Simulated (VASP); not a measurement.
# Pd (Fm-3m) in VASP: further runs

Pd is run at these levels: PBE; tasks: single point.

Everything below comes from runs of VASP 6.6.1. Logs are shortened: lines on timing, memory, paths and dates and some standing lists are left out, and cuts for length are marked.

### Step 1. The cell of the first run

Symmetry: Fm-3m, No. 225, cubic system. The conventional cell has a = 3.947 Å, b = 3.947 Å, c = 3.947 Å, α = 90.00°, β = 90.00°, γ = 90.00°. Within 3.7 Å of Pd (site symmetry m-3m) lie 12 Pd at 2.79 Å.

### Step 2. Single point, PBE

INCAR

```
PREC = Accurate
ENCUT = 520
EDIFF = 1E-7
ISMEAR = 1
SIGMA = 0.01
LREAL = F
LASPH = T
NELM = 80
ALGO = Normal
ISIF = 2
LWAVE = F
LCHARG = T
GGA = PE
LELF = T
LVHAR = T
NBANDS = 11
```

KPOINTS

```
Automatic mesh
0
Gamma
  14 14 14
```

POSCAR

```
Pd
1.0
    0.0000000000      1.9734737307      1.9734737307
    1.9734737307      0.0000000000      1.9734737307
    1.9734737307      1.9734737307      0.0000000000
Pd
1
Direct
    0.0000000000      0.0000000000      0.0000000000
```

Potentials or basis: VASP PAW PBE potentials, release 64 (Pd).

The run is started by

```console
$ cat potpaw_PBE.64/Pd/POTCAR > POTCAR
$ mpirun -np 1 vasp_std > vasp.out
```

OUTCAR:

```text
PREC = Accurate
   ENCUT = 520
   EDIFF = 1E-7
   ISMEAR = 1
   LREAL = F
   LASPH = T
   NELM = 80
   ISIF = 2
   GGA = PE

 ion  position               nearest neighbor table
   1  0.000  0.000  0.000-

  LATTYP: Found a face centered cubic cell.
 ALAT       =     3.9469474614

  Lattice vectors:

 A1 = (   0.0000000000,   1.9734737307,   1.9734737307)
 A2 = (   1.9734737307,   0.0000000000,   1.9734737307)
 A3 = (   1.9734737307,   1.9734737307,   0.0000000000)

Analysis of symmetry for initial positions (statically):
=====================================================================
 Subroutine PRICEL returns:
 Original cell was already a primitive cell.

 Routine SETGRP: Setting up the symmetry group for a
 face centered cubic supercell.

 Subroutine GETGRP returns: Found 48 space group operations
 (whereof 48 operations were pure point group operations)
 out of a pool of 48 trial point group operations.

The static configuration has the point symmetry O_h .

Analysis of symmetry for dynamics (positions and initial velocities):
=====================================================================
 Subroutine PRICEL returns:
 Original cell was already a primitive cell.

 Routine SETGRP: Setting up the symmetry group for a
 face centered cubic supercell.

 Subroutine GETGRP returns: Found 48 space group operations
 (whereof 48 operations were pure point group operations)
 out of a pool of 48 trial point group operations.

The dynamic configuration has the point symmetry O_h .

 Subroutine INISYM returns: Found 48 space group operations
 (whereof 48 operations are pure point group operations),
 and found     1 'primitive' translations

----------------------------------------------------------------------------------------

                                     Primitive cell

  volume of cell :      15.3718

  direct lattice vectors                    reciprocal lattice vectors
     0.000000000  1.973473731  1.973473731    -0.253360352  0.253360352  0.253360352
     1.973473731  0.000000000  1.973473731     0.253360352 -0.253360352  0.253360352
     1.973473731  1.973473731  0.000000000     0.253360352  0.253360352 -0.253360352

  length of vectors
     2.790913315  2.790913315  2.790913315     0.438833003  0.438833003  0.438833003

  position of ions in fractional coordinates (direct lattice)
     0.000000000  0.000000000  0.000000000

  ion indices of the primitive-cell ions
   primitive index   ion index
                 1           1

----------------------------------------------------------------------------------------

 KPOINTS: Automatic mesh

Automatic generation of k-mesh.
 Grid dimensions read from file:
 generate k-points for:   14   14   14

 Generating k-lattice:

  Cartesian coordinates                     Fractional coordinates (reciprocal lattice)
    -0.018097168  0.018097168  0.018097168     0.071428571  0.000000000  0.000000000
     0.018097168 -0.018097168  0.018097168     0.000000000  0.071428571  0.000000000
     0.018097168  0.018097168 -0.018097168     0.000000000  0.000000000  0.071428571

  Length of vectors
     0.031345215  0.031345215  0.031345215

  Shift w.r.t. Gamma in fractional coordinates (k-lattice)
     0.000000000  0.000000000  0.000000000

 Subroutine IBZKPT returns following result:
 ===========================================

 Found    104 irreducible k-points:

 Following reciprocal coordinates:
            Coordinates               Weight
  0.000000  0.000000  0.000000      1.000000
  0.071429  0.000000  0.000000      8.000000
  0.142857  0.000000  0.000000      8.000000
  0.214286  0.000000  0.000000      8.000000
  0.285714  0.000000  0.000000      8.000000
  0.357143  0.000000  0.000000      8.000000
[... 16 lines left out ...]
  0.214286  0.142857  0.000000     24.000000
  0.285714  0.142857  0.000000     24.000000
 [... further k-points ...]
   k-points           NKPTS =    104   k-points in BZ     NKDIM =    104   number of bands    NBANDS=     11
   number of dos      NEDOS =    301   number of ions     NIONS =      1
   total plane-waves  NPLWV =  13824
   dimension x,y,z NGX =    24 NGY =   24 NGZ =   24
   dimension x,y,z NGXF=    48 NGYF=   48 NGZF=   48
   ions per type =               1
   NGX,Y,Z   is equivalent  to a cutoff of  14.30, 14.30, 14.30 a.u.
   NGXF,Y,Z  is equivalent  to a cutoff of  28.59, 28.59, 28.59 a.u.
 SYSTEM =  unknown system
   PREC   = accura    normal or accurate (medium, high low for compatibility)
   ISTART =      0    job   : 0-new  1-cont  2-samecut
   ICHARG =      2    charge: 1-file 2-atom 10-const
   ISPIN  =      1    spin polarized calculation?
   LNONCOLLINEAR =      F non collinear calculations
   LSORBIT =      F    spin-orbit coupling
   LASPH  =      T    aspherical Exc in radial PAW
   ENCUT  =  520.0 eV  38.22 Ry    6.18 a.u.   5.19  5.19  5.19*2*pi/ulx,y,z
   NELM   =     80;   NELMIN=  2; NELMDL= -5     # of ELM steps
   EDIFF  = 0.1E-06   stopping-criterion for ELM
   LREAL  =      F    real-space projection
   EDIFFG = 0.1E-05   stopping-criterion for IOM
   NSW    =      0    number of steps for IOM
   IBRION =     -1    ionic relax: 0-MD 1-quasi-New 2-CG
   NFREE  =      0    steps in history (QN), initial steepest desc. (CG)
   ISIF   =      2    stress and relaxation
   ISYM   =      2    0-nonsym 1-usesym 2-fastsym
   POTIM  = 0.5000    time-step for ionic-motion
   TEBEG  =    0.0;   TEEND  =   0.0 temperature during run
   PSTRESS=    0.0 pullay stress
   NELECT =      10.0000    total number of electrons
   NUPDOWN=      -1.0000    fix difference up-down
   EMIN   =  10.00;   EMAX   =-10.00  energy-range for DOS
   EFERMI =   0.00;   METHOD = LEGACY
   ISMEAR =     1;   SIGMA  =   0.01  broadening in eV -4-tet -1-fermi 0-gaus
   EFERMI_NEDOS =   21; number of points for ismear=-14 and -15
   IALGO  =     38    algorithm
   IMIX   =      4    mixing-type and parameters
     AMIX     =   0.40;   BMIX     =  1.00
     AMIX_MAG =   1.60;   BMIX_MAG =  1.00
  volume/ion in A,a.u.               =      15.37       103.73
  Fermi-wavevector in a.u.,A,eV,Ry     =   1.418514  2.680602 27.377380  2.012181
  Thomas-Fermi vector in A             =   2.539631
   LORBIT       =      0    0 simple, 1 ext, 2 COOP (PROOUT), +10 PAW based schemes
   GGA     = PE    functional components
   LHFCALC =     F    Hartree Fock is set to
   AEXX    =    0.0000 exact exchange contribution
   IVDW    =     0    specifies the selected vdW correction
   LEPSILON=     F    determine dielectric tensor
   LRPA    =     F    only Hartree local field effects (RPA)
 non-spin polarized calculation
 Methfessel and Paxton  Order N= 1 SIGMA  =   0.01
  energy-cutoff  :      520.00
  volume of cell :       15.37
 maximum number of plane-waves:       428
 NGX is ok and might be reduce to    24
   NGX = 11   NGY = 11   NGZ = 11

 number of electron      10.0000000 magnetization

 Free energy of the ion-electron system (eV)
  ---------------------------------------------------
  ext. energy  EPLUGINS =         0.00000000
  ---------------------------------------------------
  free energy    TOTEN  =        -5.20589536 eV

  energy without entropy =       -5.20594911  energy(sigma->0) =       -5.20591328

 E-fermi :   9.0967     XC(G=0): -12.9281

 val. band max:        9.0884171374   @ k =  -0.4286   0.3571   0.0000
 cond. band min:       9.1041448786   @ k =   0.5000   0.1429   0.0000
 fundamental gap:      0.0157277412
 Fermi energy:         9.0966682108

 k-point     1 :       0.0000    0.0000    0.0000
  band No.  band energies     occupation
      1       2.2772      2.00000
      2       6.4462      2.00000
      3       6.4462      2.00000
      4       6.4462      2.00000
      5       7.9521      2.00000
      6       7.9521      2.00000
      7      26.2651      0.00000
      8      30.8088      0.00000
      9      30.8088      0.00000
     10      30.8088      0.00000
     11      35.4275      0.00000

 k-point     2 :       0.0714    0.0000    0.0000
  band No.  band energies     occupation
      1       2.4555      2.00000
      2       6.3862      2.00000
      3       6.5059      2.00000
      4       6.5059      2.00000
      5       7.9247      2.00000
      6       7.9247      2.00000
      7      26.4328      0.00000
      8      29.6444      0.00000
      9      30.9989      0.00000
     10      30.9989      0.00000
     11      35.5713      0.00000

 k-point     3 :       0.1429    0.0000    0.0000
  band No.  band energies     occupation
      1       2.9565      2.00000
      2       6.2594      2.00000
      3       6.6442      2.00000
      4       6.6442      2.00000
      5       7.8873      2.00000
      6       7.8873      2.00000
      7      26.5059      0.00000
      8      27.7533      0.00000
      9      31.5077      0.00000
     10      31.5077      0.00000
     11      35.3243      0.00000

 k-point     4 :       0.2143    0.0000    0.0000
  band No.  band energies     occupation
      1       3.6313      2.00000
      2       6.2561      2.00000
      3       6.7333      2.00000
      4       6.7333      2.00000
      5       7.9724      2.00000
      6       7.9724      2.00000
      7      24.5655      0.00000
      8      27.3833      0.00000
      9      32.0874      0.00000
     10      32.0874      0.00000
     11      34.4328      0.00000
[... 239 lines left out ...]
 k-point    22 :       0.1429    0.1429    0.0000
  band No.  band energies     occupation
      1       3.1844      2.00000
      2       5.9829      2.00000
      3       6.8603      2.00000
      4       6.8603      2.00000
      5       7.5077      2.00000
      6       8.1452      2.00000
      7      27.1576      0.00000
      8      28.7433      0.00000
      9      29.6712      0.00000
     10      29.6712      0.00000
     11      35.5152      0.00000

 k-point    23 :       0.2143    0.1429    0.0000
  band No.  band energies     occupation
      1       3.7174      2.00000
      2       5.7869      2.00000
      3       6.9538      2.00000
      4       7.0510      2.00000
      5       7.5281      2.00000
      6       8.2591      2.00000
      7      26.6214      0.00000
      8      27.7289      0.00000
      9      29.0174      0.00000
     10      30.0331      0.00000
     11      34.9404      0.00000

 k-point    24 :       0.2857    0.1429    0.0000
  band No.  band energies     occupation
      1       4.3204      2.00000
      2       5.7322      2.00000
      3       6.7347      2.00000
      4       7.1256      2.00000
      5       8.1052      2.00000
      6       8.4853      2.00000
      7      24.1170      0.00000
      8      27.5088      0.00000
      9      28.4507      0.00000
     10      30.4060      0.00000
     11      34.5908      0.00000

 [... further k-points ...]
[... 5 lines left out ...]
  --------------------------------------------------------------------------------------
  -------------------------------------------------------------------------------------
  Total       -0.0721524     -0.0721524     -0.0721524      0.0000000      0.0000000     -0.0000000
  in kB       -7.5203381     -7.5203381     -7.5203381      0.0000000      0.0000000     -0.0000000
  external PRESSURE =      -7.5203381 kB  Pullay stress =       0.0000000 kB

 VOLUME and BASIS-vectors are now :
 -----------------------------------------------------------------------------
  energy-cutoff  :      520.00
  volume of cell :       15.37
      direct lattice vectors                 reciprocal lattice vectors
     0.000000000  1.973473731  1.973473731    -0.253360352  0.253360352  0.253360352
     1.973473731  0.000000000  1.973473731     0.253360352 -0.253360352  0.253360352
     1.973473731  1.973473731  0.000000000     0.253360352  0.253360352 -0.253360352

 POSITION                                       TOTAL-FORCE (eV/Angst)
 -----------------------------------------------------------------------------------
      0.00000      0.00000      0.00000         0.000000     -0.000000      0.000000
 -----------------------------------------------------------------------------------
    total drift:                                0.000000      0.000000     -0.000000

  FREE ENERGIE OF THE ION-ELECTRON SYSTEM (eV)
  ---------------------------------------------------
  free  energy   TOTEN  =        -5.2058953577 eV

  energy  without entropy=       -5.2059491128  energy(sigma->0) =       -5.20591328
```

Run time: 13 s. Hardware: 1 thread of Intel Xeon 6975P-C, shared host; peak memory 0.15 GiB.

What came out:

* Free energy: -5.2059 eV
* Pressure: -0.8 GPa
* Band gap on the k mesh: zero (band 5 reaches 9.37 eV, above the bottom of band 6 at 7.89 eV)

Levels at points of the mesh, in eV from the Fermi level:
```csv
k point,band 3,band 4,band 5,band 6,band 7,band 8
"(0.00, 0.00, 0.00)",-2.65,-2.65,-1.14,-1.14,17.17,21.71
"(0.50, 0.00, 0.00)",-2.69,-0.02,-0.02,1.11,7.00,16.52
"(0.50, 0.50, 0.00)",-0.05,0.27,0.27,3.36,10.36,12.99
```

### Step 3. Single point, PBE

INCAR

```
ALGO = Normal ; EDIFF = 1E-7
ENCUT = 520 ; GGA = PE
ISIF = 2 ; ISMEAR = 1
LASPH = T ; LCHARG = T
LELF = T ; LREAL = F
LVHAR = T ; LWAVE = F
NBANDS = 11 ; NELM = 80
PREC = Accurate ; SIGMA = 0.03
```

KPOINTS

```
k-points
0
Gamma
  14 14 14
```

POSCAR is that of step 2.

Potentials or basis: VASP PAW PBE potentials, release 64 (Pd).

The run is started by

```console
$ cat potpaw_PBE.64/Pd/POTCAR > POTCAR
$ mpirun -np 1 vasp_std > vasp.out
```

Wall time 11 s (1 thread of Intel Xeon 6975P-C, shared host); peak memory 0.15 GiB.

The run converged. Its results:

```
Free energy            : -5.2059 eV
Pressure               : -0.7 GPa
Band gap on the k mesh : zero (band 5 reaches 9.37 eV, above the bottom of band 6 at 7.89 eV)
```

Levels at points of the mesh, in eV from the Fermi level:
| k point | band 2 | band 3 | band 4 | band 5 | band 6 | band 7 | band 8 | band 9 |
| --- | --- | --- | --- | --- | --- | --- | --- | --- |
| (0.00, 0.00, 0.00) | -2.65 | -2.65 | -2.65 | -1.14 | -1.14 | 17.17 | 21.71 | 21.71 |
| (0.50, 0.00, 0.00) | -2.69 | -2.69 | -0.02 | -0.02 | 1.11 | 7.00 | 16.51 | 20.70 |
| (0.50, 0.50, 0.00) | -4.78 | -0.05 | 0.27 | 0.27 | 3.36 | 10.36 | 12.99 | 12.99 |

### Step 4. Single point, PBE

INCAR

```
SYSTEM = Pd
ALGO = Normal
EDIFF = 1E-7
ENCUT = 520
GGA = PE
ISIF = 2
ISMEAR = 1
LASPH = .TRUE.
LCHARG = .FALSE.
LREAL = .FALSE.
LWAVE = .FALSE.
NBANDS = 11
NELM = 60
PREC = Accurate
SIGMA = 0.1
```

KPOINTS

```
k-points
0
G
  14 14 14
  0 0 0
```

POSCAR is that of step 3.

The run is started by

```console
$ cat potpaw_PBE.64/Pd/POTCAR > POTCAR
$ mpirun -np 1 vasp_std > vasp.out
```

It took 9.6 s on 1 thread of Intel Xeon 6975P-C, shared host; peak memory 0.15 GiB.

Results (log left out):

```
Free energy            : -5.2064 eV
Pressure               : -0.7 GPa
Band gap on the k mesh : zero (band 5 reaches 9.37 eV, above the bottom of band 6 at 7.89 eV)
```

Levels at points of the mesh, in eV from the Fermi level:
| k point | band 1 | band 2 | band 3 | band 4 | band 5 | band 6 | band 7 | band 8 | band 9 | band 10 |
| --- | --- | --- | --- | --- | --- | --- | --- | --- | --- | --- |
| (0.00, 0.00, 0.00) | -6.82 | -2.65 | -2.65 | -2.65 | -1.15 | -1.15 | 17.16 | 21.71 | 21.71 | 21.71 |
| (0.50, 0.00, 0.00) | -4.98 | -2.69 | -2.69 | -0.02 | -0.02 | 1.11 | 7.00 | 16.51 | 20.70 | 20.70 |
| (0.50, 0.50, 0.00) | -5.05 | -4.78 | -0.05 | 0.27 | 0.27 | 3.35 | 10.35 | 12.98 | 12.98 | 20.97 |

### Step 5. Single point, PBE, collinear spin, ferromagnetic start

INCAR

```
ALGO = Normal ; EDIFF = 1E-6
ENCUT = 520 ; GGA = PE
ISIF = 2 ; ISMEAR = -1
ISPIN = 2 ; LASPH = T
LCHARG = T ; LELF = T
LMAXMIX = 4 ; LORBIT = 11
LREAL = F ; LVHAR = T
LWAVE = F ; MAGMOM = 0.288
NBANDS = 15 ; NELM = 150
PREC = Accurate ; SIGMA = 0.05
```

KPOINTS

```
k-points
0
Gamma
  8 8 8
```

POSCAR

```
Pd
1.0
    0.0000000000      1.9737080107      1.9737080107
    1.9737080107      0.0000000000      1.9737080107
    1.9737080107      1.9737080107      0.0000000000
Pd
1
Direct
    0.0000000000      0.0000000000      0.0000000000
```

The run is started by

```console
$ cat potpaw_PBE.64/Pd/POTCAR > POTCAR
$ mpirun -np 1 vasp_std > vasp.out
```

Wall time 11 s (1 thread of Intel Xeon 6975P-C, shared host); peak memory 0.15 GiB.

It converged, with:

* Free energy: -5.2076 eV
* Pressure: -0.1 GPa
* Band gap on the k mesh: zero (filled and empty bands overlap)
* Net moment: 0.00 μB per cell
* Valence electrons inside the program's atomic spheres: Pd 9.36

Levels at points of the mesh, in eV from the Fermi level:
Spin up:
```csv
k point,band 3,band 4,band 5,band 6,band 7,band 8
"(0.00, 0.00, 0.00)",-2.72,-2.72,-1.22,-1.22,17.07,21.61
"(0.50, 0.00, 0.00)",-2.76,-0.09,-0.09,1.01,6.92,16.41
"(0.50, 0.50, 0.00)",-0.12,0.21,0.21,3.26,10.27,12.89
```
Spin down:
```
           k point  band 1  band 2  band 3  band 4  band 5  band 6  band 7  band 8  band 9  band 10
(0.00, 0.00, 0.00)   -6.92   -2.72   -2.72   -2.72   -1.22   -1.22   17.07   21.61   21.61    21.61
(0.50, 0.00, 0.00)   -5.05   -2.76   -2.76   -0.09   -0.09    1.01    6.92   16.41   20.61    20.61
(0.50, 0.50, 0.00)   -5.13   -4.85   -0.12    0.21    0.21    3.26   10.27   12.89   12.89    20.87
```

### Step 6. Single point, PBE

INCAR

```
SYSTEM = Pd
PREC = Accurate
ENCUT = 520
EDIFF = 1E-6
ISMEAR = -1
SIGMA = 0.1
LREAL = .False.
LASPH = .True.
NELM = 80
ALGO = Normal
ISIF = 2
LWAVE = .False.
LCHARG = .False.
GGA = PE
NBANDS = 11
```

KPOINTS

```
regular mesh
0
Gamma
  22 22 22
  0 0 0
```

POSCAR

```
Pd
1.0
    0.0000000000      1.9734737328      1.9734737328
    1.9734737328      0.0000000000      1.9734737328
    1.9734737328      1.9734737328      0.0000000000
Pd
1
Direct
    0.0000000000      0.0000000000      0.0000000000
```

Potentials or basis: VASP PAW PBE potentials, release 64 (Pd).

The run is started by

```console
$ cat potpaw_PBE.64/Pd/POTCAR > POTCAR
$ mpirun -np 1 vasp_std > vasp.out
```

It took 29 s on 1 thread of Intel Xeon Platinum 8488C (Sapphire Rapids), shared host; peak memory 0.18 GiB.

It converged, with:

```yaml
Free_energy: -5.2530 eV
Pressure: -0.4 GPa
Band_gap_on_the_k_mesh: zero (band 5 reaches 9.37 eV, above the bottom of band 6 at 7.89 eV)
```

Levels at points of the mesh, in eV from the Fermi level:
```csv
k point,band 2,band 3,band 4,band 5,band 6,band 7,band 8,band 9
"(0.00, 0.00, 0.00)",-2.68,-2.68,-2.68,-1.18,-1.18,17.14,21.68,21.68
"(0.50, 0.00, 0.00)",-2.73,-2.73,-0.06,-0.06,1.08,6.97,16.48,20.67
"(0.50, 0.50, 0.00)",-4.81,-0.09,0.24,0.24,3.33,10.32,12.96,12.96
```

### Step 7. The runs side by side

| spin | k mesh | smearing | gap on the mesh (eV) | pressure (GPa) |
| --- | --- | --- | --- | --- |
| off | 14 × 14 × 14 | methfessel-paxton 0.01 eV | none | -0.8 |
| off | 14 × 14 × 14 | methfessel-paxton 0.03 eV | none | -0.7 |
| off | 14 × 14 × 14 | methfessel-paxton 0.1 eV | none | -0.7 |
| collinear, ferromagnetic start | 8 × 8 × 8 | fermi-dirac 0.05 eV | none | -0.1 |
| off | 22 × 22 × 22 | fermi-dirac 0.1 eV | none | -0.4 |

Alike in all rows: task single point; level PBE; potentials or basis VASP PAW PBE potentials, release 64 (Pd); cell a = 2.791 Å, angles 60.0°, 1 atom; cutoff (eV) 520.

Every run on the cell as given and a fine mesh finds a metal.

Total energies depend on the potentials used, so only differences within one code and one set of settings carry meaning.
